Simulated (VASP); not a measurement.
# MgS (pbe) (R-3m) in VASP: a series of runs, part 2 of 2

VASP 6.6.1. Earlier steps stand in the parts before.

## (4) Single point, PBE

INCAR

```
SYSTEM = MgS
ALGO     = Normal         ! electronic algorithm
EDIFF    = 1E-6           ! SCF threshold, eV
ENCUT    = 600            ! plane-wave cutoff, eV
GGA      = PE             ! functional
GGA_COMPAT= .FALSE.      
ISIF     = 2              ! what is computed and relaxed
ISMEAR   = 0              ! smearing method
LASPH    = .TRUE.         ! aspherical terms in the spheres
LCHARG   = .FALSE.        ! write CHGCAR
LREAL    = .FALSE.        ! projectors in reciprocal space
LWAVE    = .FALSE.        ! write WAVECAR
NBANDS   = 11             ! bands
NELM     = 120            ! most SCF steps
PREC     = Accurate       ! precision mode
SIGMA    = 0.01           ! smearing width, eV
```

KPOINTS

```
k-points
0
G
  6 6 6
  0 0 0
```

POSCAR

```
MgS
1.0
   -0.0264931859      2.6147503249      2.6147503249
    2.6147503249     -0.0264931859      2.6147503249
    2.6147503249      2.6147503249     -0.0264931859
Mg S
1 1
Direct
    0.0000000000      0.0000000000      0.0000000000
    0.5000000000      0.5000000000      0.5000000000
```

Potentials or basis: VASP PAW PBE potentials, release 64 (Mg, S).

The run is started by

```sh
$ cat potpaw_PBE.64/Mg/POTCAR potpaw_PBE.64/S/POTCAR > POTCAR
$ mpirun -np 1 vasp_std > vasp.out
```

OUTCAR:

```text
SYSTEM = MgS
   EDIFF = 1E-6
   ENCUT = 600
   GGA = PE
   ISIF = 2
   ISMEAR = 0
   LASPH = .TRUE.
   LREAL = .FALSE.
   NELM = 120
   PREC = Accurate

 ion  position               nearest neighbor table
   1  0.000  0.000  0.000-   2 2.63   2 2.63   2 2.63   2 2.63   2 2.63   2 2.63
   2  0.500  0.500  0.500-   1 2.63   1 2.63   1 2.63   1 2.63   1 2.63   1 2.63

  LATTYP: Found a trigonal (rhomboedric) cell.
 ALAT       =     3.6979102764
 COS(alpha) =     0.4898426511

  Lattice vectors:

 A1 = (  -0.0264931859,   2.6147503249,   2.6147503249)
 A2 = (   2.6147503249,  -0.0264931859,   2.6147503249)
 A3 = (   2.6147503249,   2.6147503249,  -0.0264931859)

Analysis of symmetry for initial positions (statically):
=====================================================================
 Subroutine PRICEL returns:
 Original cell was already a primitive cell.

 Routine SETGRP: Setting up the symmetry group for a
 trigonal (rhombohedral) supercell.

 Subroutine GETGRP returns: Found 12 space group operations
 (whereof 12 operations were pure point group operations)
 out of a pool of 12 trial point group operations.

The static configuration has the point symmetry D_3d.

Analysis of symmetry for dynamics (positions and initial velocities):
=====================================================================
 Subroutine PRICEL returns:
 Original cell was already a primitive cell.

 Routine SETGRP: Setting up the symmetry group for a
 trigonal (rhombohedral) supercell.

 Subroutine GETGRP returns: Found 12 space group operations
 (whereof 12 operations were pure point group operations)
 out of a pool of 12 trial point group operations.

The dynamic configuration has the point symmetry D_3d.

 Subroutine INISYM returns: Found 12 space group operations
 (whereof 12 operations are pure point group operations),
 and found     1 'primitive' translations

----------------------------------------------------------------------------------------

                                     Primitive cell

  volume of cell :      36.2971

  direct lattice vectors                    reciprocal lattice vectors
    -0.026493186  2.614750325  2.614750325    -0.188340851  0.190268692  0.190268692
     2.614750325 -0.026493186  2.614750325     0.190268692 -0.188340851  0.190268692
     2.614750325  2.614750325 -0.026493186     0.190268692  0.190268692 -0.188340851

  length of vectors
     3.697910276  3.697910276  3.697910276     0.328445775  0.328445775  0.328445775

  position of ions in fractional coordinates (direct lattice)
     0.000000000  0.000000000  0.000000000
     0.500000000  0.500000000  0.500000000

  ion indices of the primitive-cell ions
   primitive index   ion index
                 1           1
                 2           2

----------------------------------------------------------------------------------------

 KPOINTS: k-points

Automatic generation of k-mesh.
 Grid dimensions read from file:
 generate k-points for:    6    6    6

 Generating k-lattice:

  Cartesian coordinates                     Fractional coordinates (reciprocal lattice)
    -0.031390142  0.031711449  0.031711449     0.166666667  0.000000000  0.000000000
     0.031711449 -0.031390142  0.031711449     0.000000000  0.166666667  0.000000000
[... 40 lines left out ...]
   k-points           NKPTS =     32   k-points in BZ     NKDIM =     32   number of bands    NBANDS=     11
   number of dos      NEDOS =    301   number of ions     NIONS =      2
   total plane-waves  NPLWV =  27000
   dimension x,y,z NGX =    30 NGY =   30 NGZ =   30
   dimension x,y,z NGXF=    60 NGYF=   60 NGZF=   60
   ions per type =               1   1
   NGX,Y,Z   is equivalent  to a cutoff of  13.49, 13.49, 13.49 a.u.
   NGXF,Y,Z  is equivalent  to a cutoff of  26.97, 26.97, 26.97 a.u.
 SYSTEM =  MgS
   PREC   = accura    normal or accurate (medium, high low for compatibility)
   ISTART =      0    job   : 0-new  1-cont  2-samecut
   ICHARG =      2    charge: 1-file 2-atom 10-const
   ISPIN  =      1    spin polarized calculation?
   LNONCOLLINEAR =      F non collinear calculations
   LSORBIT =      F    spin-orbit coupling
   LASPH  =      T    aspherical Exc in radial PAW
   ENCUT  =  600.0 eV  44.10 Ry    6.64 a.u.   7.39  7.39  7.39*2*pi/ulx,y,z
   NELM   =    120;   NELMIN=  2; NELMDL= -5     # of ELM steps
   EDIFF  = 0.1E-05   stopping-criterion for ELM
   LREAL  =      F    real-space projection
   EDIFFG = 0.1E-04   stopping-criterion for IOM
   NSW    =      0    number of steps for IOM
   IBRION =     -1    ionic relax: 0-MD 1-quasi-New 2-CG
   NFREE  =      0    steps in history (QN), initial steepest desc. (CG)
   ISIF   =      2    stress and relaxation
   ISYM   =      2    0-nonsym 1-usesym 2-fastsym
   POTIM  = 0.5000    time-step for ionic-motion
   TEBEG  =    0.0;   TEEND  =   0.0 temperature during run
   PSTRESS=    0.0 pullay stress
   NELECT =       8.0000    total number of electrons
   NUPDOWN=      -1.0000    fix difference up-down
   EMIN   =  10.00;   EMAX   =-10.00  energy-range for DOS
   EFERMI =   0.00;   METHOD = LEGACY
   ISMEAR =     0;   SIGMA  =   0.01  broadening in eV -4-tet -1-fermi 0-gaus
   EFERMI_NEDOS =   21; number of points for ismear=-14 and -15
   IALGO  =     38    algorithm
   IMIX   =      4    mixing-type and parameters
     AMIX     =   0.40;   BMIX     =  1.00
     AMIX_MAG =   1.60;   BMIX_MAG =  1.00
  volume/ion in A,a.u.               =      18.15       122.47
  Fermi-wavevector in a.u.,A,eV,Ry     =   0.988889  1.868730 13.305167  0.977902
  Thomas-Fermi vector in A             =   2.120449
   LORBIT       =      0    0 simple, 1 ext, 2 COOP (PROOUT), +10 PAW based schemes
   GGA     = PE    functional components
   LHFCALC =     F    Hartree Fock is set to
   AEXX    =    0.0000 exact exchange contribution
   IVDW    =     0    specifies the selected vdW correction
   LEPSILON=     F    determine dielectric tensor
   LRPA    =     F    only Hartree local field effects (RPA)
 non-spin polarized calculation
 Gauss-broadening in eV      SIGMA  =   0.01
  energy-cutoff  :      600.00
  volume of cell :       36.30
 maximum number of plane-waves:      1241
 NGX is ok and might be reduce to    30
   NGX = 15   NGY = 15   NGZ = 15

 number of electron       7.9999999 magnetization

 Free energy of the ion-electron system (eV)
  ---------------------------------------------------
  ext. energy  EPLUGINS =         0.00000000
  ---------------------------------------------------
  free energy    TOTEN  =        -8.49625097 eV

  energy without entropy =       -8.49625097  energy(sigma->0) =       -8.49625097

 E-fermi :   3.5988     XC(G=0):  -9.5640

 val. band max:        3.5507421457   @ k =   0.0000   0.0000   0.0000
 cond. band min:       6.1670365182   @ k =   0.5000   0.5000  -0.0000
 fundamental gap:      2.6162943725
 Fermi energy:         3.5987643849

 k-point     1 :       0.0000    0.0000    0.0000
  band No.  band energies     occupation
      1      -9.0354      2.00000
      2       3.4201      2.00000
      3       3.4201      2.00000
      4       3.5507      2.00000
      5       6.9342      0.00000
      6      11.3503      0.00000
      7      11.3503      0.00000
      8      11.6069      0.00000
      9      13.7781      0.00000
     10      13.7781      0.00000
     11      15.9096      0.00000
[... 309 lines left out ...]
 k-point    24 :      -0.3333    0.5000    0.1667
  band No.  band energies     occupation
      1      -7.4260      2.00000
      2      -0.1437      2.00000
      3       0.9853      2.00000
      4       1.3339      2.00000
      5       7.7672      0.00000
      6       9.7087      0.00000
      7      12.4611      0.00000
      8      13.1481      0.00000
      9      16.9525      0.00000
     10      18.2470      0.00000
     11      18.6500      0.00000

 [... further k-points ...]

------------------------ aborting loop because EDIFF is reached ----------------------------------------

  FORCE on cell =-STRESS in cart. coord.  units (eV):
  Direction    XX          YY          ZZ          XY          YZ          ZX
  --------------------------------------------------------------------------------------
  -------------------------------------------------------------------------------------
  Total       -0.2980458     -0.2980458     -0.2980458      0.1198676      0.1198676      0.1198676
  in kB      -13.1559499    -13.1559499    -13.1559499      5.2910419      5.2910419      5.2910419
  external PRESSURE =     -13.1559499 kB  Pullay stress =       0.0000000 kB

 VOLUME and BASIS-vectors are now :
 -----------------------------------------------------------------------------
  energy-cutoff  :      600.00
  volume of cell :       36.30
      direct lattice vectors                 reciprocal lattice vectors
    -0.026493186  2.614750325  2.614750325    -0.188340851  0.190268692  0.190268692
     2.614750325 -0.026493186  2.614750325     0.190268692 -0.188340851  0.190268692
     2.614750325  2.614750325 -0.026493186     0.190268692  0.190268692 -0.188340851

 POSITION                                       TOTAL-FORCE (eV/Angst)
 -----------------------------------------------------------------------------------
      0.00000      0.00000      0.00000         0.000000     -0.000000      0.000000
      2.60150      2.60150      2.60150        -0.000000      0.000000     -0.000000
 -----------------------------------------------------------------------------------
    total drift:                               -0.000000     -0.000000      0.000000

  FREE ENERGIE OF THE ION-ELECTRON SYSTEM (eV)
  ---------------------------------------------------
  free  energy   TOTEN  =        -8.4962509732 eV

  energy  without entropy=       -8.4962509732  energy(sigma->0) =       -8.49625097
```

It took 25 s on 1 thread of Intel Xeon 8259CL, shared host; peak memory 0.17 GiB.

Results:

- Free energy: -8.4963 eV
- Pressure: -1.3 GPa
- Band gap on the k mesh: 2.62 eV, indirect (least direct gap 3.38 eV)

Levels at points of the mesh, in eV from the valence-band top:
| k point | band 1 | band 2 | band 3 | band 4 | band 5 | band 6 | band 7 | band 8 | band 9 |
| --- | --- | --- | --- | --- | --- | --- | --- | --- | --- |
| (0.00, 0.00, 0.00) | -12.59 | -0.13 | -0.13 | 0.00 | 3.38 | 7.80 | 7.80 | 8.06 | 10.23 |
| (0.50, 0.00, 0.00) | -11.37 | -4.78 | -0.66 | -0.58 | 4.45 | 6.76 | 6.89 | 9.70 | 11.89 |
| (0.50, 0.50, 0.00) | -11.01 | -4.13 | -1.76 | -1.64 | 2.62 | 4.40 | 11.60 | 12.64 | 12.95 |
| (0.50, 0.50, 0.50) | -11.32 | -4.71 | -0.71 | -0.71 | 4.31 | 6.67 | 6.67 | 9.67 | 11.93 |

## (5) Single point, PBE

INCAR

```
ALGO     = Normal         # electronic algorithm
EDIFF    = 1E-6           # SCF threshold, eV
ENCUT    = 600            # plane-wave cutoff, eV
GGA      = PE             # functional
GGA_COMPAT= F            
ISIF     = 2              # what is computed and relaxed
ISMEAR   = 0              # smearing method
LASPH    = T              # aspherical terms in the spheres
LCHARG   = F              # write CHGCAR
LREAL    = F              # projectors in reciprocal space
LWAVE    = F              # write WAVECAR
NBANDS   = 11             # bands
NELM     = 120            # most SCF steps
PREC     = Accurate       # precision mode
SIGMA    = 0.01           # smearing width, eV
```

KPOINTS

```
k-points
0
Gamma
  6 6 6
```

POSCAR is that of step 4.

The run is started by

```sh
$ cat potpaw_PBE.64/Mg/POTCAR potpaw_PBE.64/S/POTCAR > POTCAR
$ mpirun -np 1 vasp_std > vasp.out
```

Run time: 26 s. Hardware: 1 thread of Intel Xeon 8259CL, shared host; peak memory 0.17 GiB.

It converged, with:

| Property | Result |
| --- | --- |
| Free energy | -8.4963 eV |
| Pressure | -1.3 GPa |
| Band gap on the k mesh | 2.62 eV, indirect (least direct gap 3.38 eV) |

Stress tensor (GPa, compression positive):
```
-1.32  0.53  0.53
 0.53 -1.32  0.53
 0.53  0.53 -1.32
```

Levels at points of the mesh, in eV from the valence-band top:
| k point | band 2 | band 3 | band 4 | band 5 | band 6 | band 7 |
| --- | --- | --- | --- | --- | --- | --- |
| (0.00, 0.00, 0.00) | -0.13 | -0.13 | 0.00 | 3.38 | 7.80 | 7.80 |
| (0.50, 0.00, 0.00) | -4.78 | -0.66 | -0.58 | 4.45 | 6.76 | 6.89 |
| (0.50, 0.50, 0.00) | -4.13 | -1.76 | -1.64 | 2.62 | 4.40 | 11.60 |
| (0.50, 0.50, 0.50) | -4.71 | -0.71 | -0.71 | 4.31 | 6.67 | 6.67 |

## (6) Summary

```tsv
cell	smearing	gap on the mesh (eV)	pressure (GPa)
a = 3.696 Å, angles 60.7°, 2 atoms	gaussian 0.02 eV	2.61	-1.3
a = 3.698 Å, angles 60.7°, 2 atoms	gaussian 0.02 eV	2.62	-1.3
a = 3.698 Å, angles 60.7°, 2 atoms	gaussian 0.01 eV	2.62	-1.3
```

Alike in all rows: task single point; level PBE; potentials or basis VASP PAW PBE potentials, release 64 (Mg, S); no spin polarisation; k mesh 6 × 6 × 6; cutoff (eV) 600.

Total energies depend on the potentials used, so only differences within one code and one set of settings carry meaning.
